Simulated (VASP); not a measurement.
# TlBr (Pm-3m) in VASP: a series of runs

Aim: see how the results for TlBr move with the level of theory and the settings. Levels: PBE, r2SCAN, HSE06. Tasks: single point.

Program: VASP 6.6.1. These are calculated values, not measurements. Logs are shortened: lines on timing, memory, paths and dates and some standing lists are left out, and cuts for length are marked.

### Step 1. The cell of the first run

The structure is cubic, space group Pm-3m (No. 221). Conventional cell: a = 3.995 Å, b = 3.995 Å, c = 3.995 Å, α = 90.00°, β = 90.00°, γ = 90.00°. Tl (site symmetry m-3m) has 8 Br at 3.46 Å and 6 Tl at 3.99 Å within 4.5 Å. Within 4.5 Å of Br (site symmetry m-3m) lie 8 Tl at 3.46 Å and 6 Br at 3.99 Å.

### Step 2. Single point, PBE

Input file INCAR:

```
  ALGO = Normal
  EDIFF = 1E-6
  ENCUT = 500
  GGA = PE
  GGA_COMPAT = F
  ISIF = 2
  ISMEAR = 0
  LASPH = T
  LCHARG = F
  LREAL = F
  LWAVE = F
  NBANDS = 17
  NELM = 120
  PREC = Accurate
  SIGMA = 0.01
```

Input file KPOINTS:

```
k-points
0
Gamma
  6 6 6
```

Input file POSCAR:

```
TlBr
1.0
    3.9949064284      0.0000000000      0.0000000000
    0.0000000000      3.9949064284      0.0000000000
    0.0000000000      0.0000000000      3.9949064284
Tl Br
1 1
Direct
    0.0000000000      0.0000000000      0.0000000000
    0.5000000000      0.5000000000      0.5000000000
```

Potentials or basis: VASP PAW PBE potentials, release 64 (Tl_d, Br).

Launch:

```sh
$ cat potpaw_PBE.64/Tl_d/POTCAR potpaw_PBE.64/Br/POTCAR > POTCAR
$ mpirun -np 1 vasp_std > vasp.out
```

OUTCAR:

```text
EDIFF = 1E-6
   ENCUT = 500
   GGA = PE
   ISIF = 2
   ISMEAR = 0
   LASPH = T
   LREAL = F
   NELM = 120
   PREC = Accurate

 ion  position               nearest neighbor table
   1  0.000  0.000  0.000-   2 3.46   2 3.46   2 3.46   2 3.46   2 3.46   2 3.46   2 3.46   2 3.46

   2  0.500  0.500  0.500-   1 3.46   1 3.46   1 3.46   1 3.46   1 3.46   1 3.46   1 3.46   1 3.46

  LATTYP: Found a simple cubic cell.
 ALAT       =     3.9949064284

  Lattice vectors:

 A1 = (   3.9949064284,   0.0000000000,   0.0000000000)
 A2 = (   0.0000000000,   3.9949064284,   0.0000000000)
 A3 = (   0.0000000000,   0.0000000000,   3.9949064284)

Analysis of symmetry for initial positions (statically):
=====================================================================
 Subroutine PRICEL returns:
 Original cell was already a primitive cell.

 Routine SETGRP: Setting up the symmetry group for a
 simple cubic supercell.

 Subroutine GETGRP returns: Found 48 space group operations
 (whereof 48 operations were pure point group operations)
 out of a pool of 48 trial point group operations.

The static configuration has the point symmetry O_h .

Analysis of symmetry for dynamics (positions and initial velocities):
=====================================================================
 Subroutine PRICEL returns:
 Original cell was already a primitive cell.

 Routine SETGRP: Setting up the symmetry group for a
 simple cubic supercell.

 Subroutine GETGRP returns: Found 48 space group operations
 (whereof 48 operations were pure point group operations)
 out of a pool of 48 trial point group operations.

The dynamic configuration has the point symmetry O_h .

 Subroutine INISYM returns: Found 48 space group operations
 (whereof 48 operations are pure point group operations),
 and found     1 'primitive' translations

----------------------------------------------------------------------------------------

                                     Primitive cell

  volume of cell :      63.7558

  direct lattice vectors                    reciprocal lattice vectors
     3.994906428  0.000000000  0.000000000     0.250318754  0.000000000  0.000000000
     0.000000000  3.994906428  0.000000000     0.000000000  0.250318754  0.000000000
     0.000000000  0.000000000  3.994906428     0.000000000  0.000000000  0.250318754

  length of vectors
     3.994906428  3.994906428  3.994906428     0.250318754  0.250318754  0.250318754

  position of ions in fractional coordinates (direct lattice)
     0.000000000  0.000000000  0.000000000
     0.500000000  0.500000000  0.500000000

  ion indices of the primitive-cell ions
   primitive index   ion index
                 1           1
                 2           2

----------------------------------------------------------------------------------------

 KPOINTS: k-points

Automatic generation of k-mesh.
 Grid dimensions read from file:
 generate k-points for:    6    6    6

 Generating k-lattice:

  Cartesian coordinates                     Fractional coordinates (reciprocal lattice)
     0.041719792  0.000000000  0.000000000     0.166666667  0.000000000  0.000000000
     0.000000000  0.041719792  0.000000000     0.000000000  0.166666667  0.000000000
     0.000000000  0.000000000  0.041719792     0.000000000  0.000000000  0.166666667

  Length of vectors
     0.041719792  0.041719792  0.041719792

  Shift w.r.t. Gamma in fractional coordinates (k-lattice)
     0.000000000  0.000000000  0.000000000

 Subroutine IBZKPT returns following result:
 ===========================================

 Found     20 irreducible k-points:

 Following reciprocal coordinates:
            Coordinates               Weight
  0.000000  0.000000  0.000000      1.000000
  0.166667  0.000000  0.000000      6.000000
  0.333333  0.000000  0.000000      6.000000
  0.500000  0.000000  0.000000      3.000000
  0.166667  0.166667  0.000000     12.000000
  0.333333  0.166667  0.000000     24.000000
[... 12 lines left out ...]
  0.500000  0.500000  0.333333      6.000000
  0.500000  0.500000  0.500000      1.000000
   k-points           NKPTS =     20   k-points in BZ     NKDIM =     20   number of bands    NBANDS=     17
   number of dos      NEDOS =    301   number of ions     NIONS =      2
   total plane-waves  NPLWV =  27000
   dimension x,y,z NGX =    30 NGY =   30 NGZ =   30
   dimension x,y,z NGXF=    60 NGYF=   60 NGZF=   60
   ions per type =               1   1
   NGX,Y,Z   is equivalent  to a cutoff of  12.48, 12.48, 12.48 a.u.
   NGXF,Y,Z  is equivalent  to a cutoff of  24.97, 24.97, 24.97 a.u.
 SYSTEM =  unknown system
   PREC   = accura    normal or accurate (medium, high low for compatibility)
   ISTART =      0    job   : 0-new  1-cont  2-samecut
   ICHARG =      2    charge: 1-file 2-atom 10-const
   ISPIN  =      1    spin polarized calculation?
   LNONCOLLINEAR =      F non collinear calculations
   LSORBIT =      F    spin-orbit coupling
   LASPH  =      T    aspherical Exc in radial PAW
   ENCUT  =  500.0 eV  36.75 Ry    6.06 a.u.   7.28  7.28  7.28*2*pi/ulx,y,z
   NELM   =    120;   NELMIN=  2; NELMDL= -5     # of ELM steps
   EDIFF  = 0.1E-05   stopping-criterion for ELM
   LREAL  =      F    real-space projection
   EDIFFG = 0.1E-04   stopping-criterion for IOM
   NSW    =      0    number of steps for IOM
   IBRION =     -1    ionic relax: 0-MD 1-quasi-New 2-CG
   NFREE  =      0    steps in history (QN), initial steepest desc. (CG)
   ISIF   =      2    stress and relaxation
   ISYM   =      2    0-nonsym 1-usesym 2-fastsym
   POTIM  = 0.5000    time-step for ionic-motion
   TEBEG  =    0.0;   TEEND  =   0.0 temperature during run
   PSTRESS=    0.0 pullay stress
   NELECT =      20.0000    total number of electrons
   NUPDOWN=      -1.0000    fix difference up-down
   EMIN   =  10.00;   EMAX   =-10.00  energy-range for DOS
   EFERMI =   0.00;   METHOD = LEGACY
   ISMEAR =     0;   SIGMA  =   0.01  broadening in eV -4-tet -1-fermi 0-gaus
   EFERMI_NEDOS =   21; number of points for ismear=-14 and -15
   IALGO  =     38    algorithm
   IMIX   =      4    mixing-type and parameters
     AMIX     =   0.40;   BMIX     =  1.00
     AMIX_MAG =   1.60;   BMIX_MAG =  1.00
  volume/ion in A,a.u.               =      31.88       215.12
  Fermi-wavevector in a.u.,A,eV,Ry     =   1.112359  2.102053 16.835061  1.237342
  Thomas-Fermi vector in A             =   2.248932
   LORBIT       =      0    0 simple, 1 ext, 2 COOP (PROOUT), +10 PAW based schemes
   GGA     = PE    functional components
   LHFCALC =     F    Hartree Fock is set to
   AEXX    =    0.0000 exact exchange contribution
   IVDW    =     0    specifies the selected vdW correction
   LEPSILON=     F    determine dielectric tensor
   LRPA    =     F    only Hartree local field effects (RPA)
 non-spin polarized calculation
 Gauss-broadening in eV      SIGMA  =   0.01
  energy-cutoff  :      500.00
  volume of cell :       63.76
 maximum number of plane-waves:      1647
 NGX is ok and might be reduce to    30
   NGX = 15   NGY = 15   NGZ = 15

 number of electron      20.0000006 magnetization

 Free energy of the ion-electron system (eV)
  ---------------------------------------------------
  ext. energy  EPLUGINS =         0.00000000
  ---------------------------------------------------
  free energy    TOTEN  =        -5.53704929 eV

  energy without entropy =       -5.53704929  energy(sigma->0) =       -5.53704929

 E-fermi :   2.3297     XC(G=0):  -8.9162

 val. band max:        2.2614863228   @ k =   0.5000   0.0000   0.0000
 cond. band min:       4.1525365164   @ k =   0.5000   0.0000   0.0000
 fundamental gap:      1.8910501936
 Fermi energy:         2.3297013573

 k-point     1 :       0.0000    0.0000    0.0000
  band No.  band energies     occupation
      1     -11.4054      2.00000
      2      -7.8201      2.00000
      3      -7.8201      2.00000
      4      -7.6492      2.00000
      5      -7.6492      2.00000
      6      -7.6492      2.00000
[... 9 lines left out ...]
     16      13.3181      0.00000
     17      15.6887      0.00000

 k-point     2 :       0.1667    0.0000    0.0000
  band No.  band energies     occupation
      1     -11.3511      2.00000
      2      -7.8176      2.00000
      3      -7.7882      2.00000
      4      -7.6638      2.00000
      5      -7.6638      2.00000
      6      -7.6479      2.00000
[... 9 lines left out ...]
     16      14.6878      0.00000
     17      15.3377      0.00000

 k-point     3 :       0.3333    0.0000    0.0000
  band No.  band energies     occupation
      1     -11.2373      2.00000
      2      -7.8127      2.00000
      3      -7.7263      2.00000
      4      -7.6926      2.00000
      5      -7.6926      2.00000
      6      -7.6453      2.00000
[... 9 lines left out ...]
     16      13.5008      0.00000
     17      15.7706      0.00000

 k-point     4 :       0.5000    0.0000    0.0000
  band No.  band energies     occupation
      1     -11.1775      2.00000
      2      -7.8102      2.00000
      3      -7.7069      2.00000
      4      -7.7069      2.00000
      5      -7.6968      2.00000
      6      -7.6440      2.00000
[... 9 lines left out ...]
     16      15.3935      0.00000
     17      15.7893      0.00000
[... 263 lines left out ...]
      1     -10.9760      2.00000
      2      -7.7596      2.00000
      3      -7.7378      2.00000
      4      -7.7059      2.00000
      5      -7.6534      2.00000
      6      -7.6181      2.00000
[... 9 lines left out ...]
     16      14.0461      0.00000
     17      18.1263      0.00000

 k-point    19 :       0.5000    0.5000    0.3333
  band No.  band energies     occupation
      1     -10.9342      2.00000
      2      -7.7566      2.00000
      3      -7.7566      2.00000
      4      -7.7444      2.00000
      5      -7.6352      2.00000
      6      -7.5977      2.00000
[... 9 lines left out ...]
     16      14.5353      0.00000
     17      18.3922      0.00000

 k-point    20 :       0.5000    0.5000    0.5000
  band No.  band energies     occupation
      1     -10.8868      2.00000
      2      -7.7779      2.00000
      3      -7.7779      2.00000
      4      -7.7779      2.00000
      5      -7.5970      2.00000
      6      -7.5970      2.00000
[... 9 lines left out ...]
     16      15.0215      0.00000
     17      18.4158      0.00000

------------------------ aborting loop because EDIFF is reached ----------------------------------------

  FORCE on cell =-STRESS in cart. coord.  units (eV):
  Direction    XX          YY          ZZ          XY          YZ          ZX
  --------------------------------------------------------------------------------------
  -------------------------------------------------------------------------------------
  Total        0.3676965      0.3676965      0.3676965      0.0000000      0.0000000      0.0000000
  in kB        9.2401751      9.2401751      9.2401751      0.0000000      0.0000000      0.0000000
  external PRESSURE =       9.2401751 kB  Pullay stress =       0.0000000 kB

 VOLUME and BASIS-vectors are now :
 -----------------------------------------------------------------------------
  energy-cutoff  :      500.00
  volume of cell :       63.76
      direct lattice vectors                 reciprocal lattice vectors
     3.994906428  0.000000000  0.000000000     0.250318754  0.000000000  0.000000000
     0.000000000  3.994906428  0.000000000     0.000000000  0.250318754  0.000000000
     0.000000000  0.000000000  3.994906428     0.000000000  0.000000000  0.250318754

 POSITION                                       TOTAL-FORCE (eV/Angst)
 -----------------------------------------------------------------------------------
      0.00000      0.00000      0.00000         0.000000      0.000000      0.000000
      1.99745      1.99745      1.99745         0.000000      0.000000      0.000000
 -----------------------------------------------------------------------------------
    total drift:                                0.000000     -0.000000     -0.000000

  FREE ENERGIE OF THE ION-ELECTRON SYSTEM (eV)
  ---------------------------------------------------
  free  energy   TOTEN  =        -5.5370492937 eV

  energy  without entropy=       -5.5370492937  energy(sigma->0) =       -5.53704929
```

It took 19 s on 1 thread of Intel Xeon 8259CL, shared host; peak memory 0.17 GiB.

What came out:

- Free energy: -5.5370 eV
- Pressure: 0.9 GPa
- Band gap on the k mesh: 1.89 eV

Caveat: spin-orbit coupling is left out, which moves the levels of the heavy elements.

### Step 3. Single point, r2SCAN

POSCAR is that of step 2.

Input file INCAR.step1:

```
SYSTEM = TlBr
  PREC = Accurate
  ENCUT = 550
  ISMEAR = 0
  SIGMA = 0.01
  LREAL = .False.
  LASPH = .True.
  NELM = 120
  NBANDS = 17
  GGA = PE
  ALGO = Normal
  EDIFF = 1E-5
  LWAVE = .True.
  LCHARG = .False.
  GGA_COMPAT = .False.
```

Input file INCAR.step2:

```
SYSTEM = TlBr
  PREC = Accurate
  ENCUT = 550
  EDIFF = 1E-6
  ISMEAR = 0
  SIGMA = 0.01
  LREAL = .False.
  LASPH = .True.
  NELM = 120
  ALGO = Normal
  ISIF = 2
  LWAVE = .False.
  LCHARG = .True.
  METAGGA = R2SCAN
  LMIXTAU = .True.
  LELF = .True.
  LVHAR = .True.
  NBANDS = 17
  ISTART = 1
  GGA_COMPAT = .False.
```

Input file KPOINTS:

```
regular mesh
0
Gamma
  6 6 6
  0 0 0
```

Potentials or basis: VASP PAW PBE potentials, release 64 (Tl_d, Br).

Launch:

```sh
$ cat potpaw_PBE.64/Tl_d/POTCAR potpaw_PBE.64/Br/POTCAR > POTCAR
$ cp INCAR.step1 INCAR
$ mpirun -np 1 vasp_std > vasp.out
$ cp INCAR.step2 INCAR
$ mpirun -np 1 vasp_std > vasp.out
```

Wall time 65 s (1 thread of Intel Xeon 8259CL, shared host); peak memory 0.19 GiB.

It converged, with:

| Property | Result |
| --- | --- |
| Free energy | -68.3812 eV |
| Pressure | 0.0 GPa |
| Band gap on the k mesh | 2.33 eV |

Levels at points of the mesh, in eV from the valence-band top:
```
           k point  band 7  band 8  band 9  band 10  band 11  band 12  band 13  band 14
(0.00, 0.00, 0.00)   -4.56   -1.31   -1.31    -1.31     7.59     7.59     7.70     7.70
(0.50, 0.00, 0.00)   -5.52   -0.83   -0.83     0.00     2.33     6.24     6.24     8.63
(0.50, 0.50, 0.00)   -3.70   -2.90   -2.90    -0.74     5.26     5.26     7.85     8.36
(0.50, 0.50, 0.50)   -2.73   -1.94   -1.94    -1.94     2.56     2.56     2.56    13.67
```

Caveat: the PAW data sets were made with another functional, which shifts forces and pressure a little; spin-orbit coupling is left out, which moves the levels of the heavy elements.

### Step 4. Single point, PBE, non-collinear spin, zero start, spin-orbit coupling

Input file INCAR:

```
SYSTEM = TlBr
PREC = Accurate
ENCUT = 500
EDIFF = 1E-6
ISMEAR = 0
SIGMA = 0.01
LREAL = .FALSE.
LASPH = .TRUE.
NELM = 200
ALGO = Normal
ISIF = 2
LWAVE = .FALSE.
LCHARG = .FALSE.
LNONCOLLINEAR = .TRUE.
MAGMOM = 0 0 0 0 0 0
LORBIT = 11
LSORBIT = .TRUE.
GGA_COMPAT = .FALSE.
LORBMOM = .TRUE.
GGA = PE
NBANDS = 32
```

Input file KPOINTS:

```
regular mesh
0
G
  4 4 4
  0 0 0
```

POSCAR is that of step 3.

Launch:

```sh
$ cat potpaw_PBE.64/Tl_d/POTCAR potpaw_PBE.64/Br/POTCAR > POTCAR
$ mpirun -np 1 vasp_ncl > vasp.out
```

It took 59 s on 1 thread of Intel Xeon 8259CL, shared host; peak memory 0.28 GiB.

The run converged. Its results:

```
Free energy                                           : -5.7398 eV
Pressure                                              : 0.9 GPa
Net moment                                            : 0.00 μB per cell
Valence electrons inside the program's atomic spheres : Tl 11.11; Br 4.85
```

Moments on the atoms (μB; x, y, z):
```
Tl  0.00 0.00 0.00
Br  0.00 0.00 0.00
```

Caveat: the k points lie up to 0.39 Å⁻¹ apart.

### Step 5. Single point, HSE06

POSCAR is that of step 4.

Input file INCAR.step1:

```
SYSTEM = TlBr
ALGO = Normal
EDIFF = 1E-5
ENCUT = 400
GGA = PE
GGA_COMPAT = .False.
ISIF = 2
ISMEAR = 0
LASPH = .True.
LCHARG = .False.
LREAL = .False.
LWAVE = .True.
NBANDS = 17
NELM = 120
PREC = Accurate
SIGMA = 0.01
```

Input file INCAR.step2:

```
SYSTEM = TlBr
ALGO = Normal
EDIFF = 1E-6
ENCUT = 400
GGA = PE
GGA_COMPAT = .False.
HFSCREEN = 0.2079
ISIF = 2
ISMEAR = 0
ISTART = 1
LASPH = .True.
LCHARG = .False.
LHFCALC = .True.
LREAL = .False.
LWAVE = .False.
NBANDS = 17
NELM = 120
PREC = Accurate
PRECFOCK = Normal
SIGMA = 0.01
```

Input file KPOINTS:

```
k-points
0
Gamma
  4 4 4
  0 0 0
```

Launch:

```sh
$ cat potpaw_PBE.64/Tl_d/POTCAR potpaw_PBE.64/Br/POTCAR > POTCAR
$ cp INCAR.step1 INCAR
$ mpirun -np 1 vasp_std > vasp.out
$ cp INCAR.step2 INCAR
$ mpirun -np 1 vasp_std > vasp.out
```

It took 9.9 min on 1 thread of Intel Xeon 8259CL, shared host; peak memory 0.26 GiB.

It converged, with:

```yaml
Free_energy: -6.5819 eV
Pressure: 0.6 GPa
Band_gap_on_the_k_mesh: 2.59 eV
```

Levels at points of the mesh, in eV from the valence-band top:
| k point | band 6 | band 7 | band 8 | band 9 | band 10 | band 11 | band 12 | band 13 | band 14 | band 15 |
| --- | --- | --- | --- | --- | --- | --- | --- | --- | --- | --- |
| (0.00, 0.00, 0.00) | -11.25 | -4.79 | -1.55 | -1.55 | -1.55 | 7.87 | 7.87 | 8.26 | 8.26 | 8.26 |
| (0.50, 0.00, 0.00) | -11.24 | -5.92 | -1.04 | -1.04 | 0.00 | 2.59 | 6.70 | 6.70 | 8.94 | 11.34 |
| (0.50, 0.50, 0.00) | -11.19 | -3.82 | -3.25 | -3.25 | -0.94 | 5.73 | 5.73 | 8.45 | 8.59 | 11.33 |
| (0.50, 0.50, 0.50) | -11.19 | -2.73 | -2.24 | -2.24 | -2.24 | 2.88 | 2.88 | 2.88 | 13.93 | 13.93 |

Caveat: the PAW data sets were made with another functional, which shifts forces and pressure a little; spin-orbit coupling is left out, which moves the levels of the heavy elements. A k mesh can miss the band edges.

### Step 6. The runs side by side

```csv
level,spin,k mesh,cutoff (eV),grid for exact exchange (PRECFOCK),share of exact exchange,screening parameter,gap on the mesh (eV),pressure (GPa)
PBE,off,6 × 6 × 6,500,-,-,-,1.89,0.9
r2SCAN,off,6 × 6 × 6,550,-,-,-,2.33,0.0
PBE,"non-collinear, zero start, SOC",4 × 4 × 4,500,-,-,-,-,0.9
HSE06,off,4 × 4 × 4,400,Normal,0.25,0.2079 1/Å,2.59,0.6
```

Alike in all rows: task single point; potentials or basis VASP PAW PBE potentials, release 64 (Tl_d, Br); cell as given; smearing gaussian 0.01 eV.

Caveats: some runs use coarse meshes; spin-orbit coupling is left out, which moves the levels of the heavy elements (at least some runs); the PAW data sets were made with another functional, which shifts forces and pressure a little (at least some runs).

Total energies depend on the potentials used, so only differences within one code and one set of settings carry meaning.
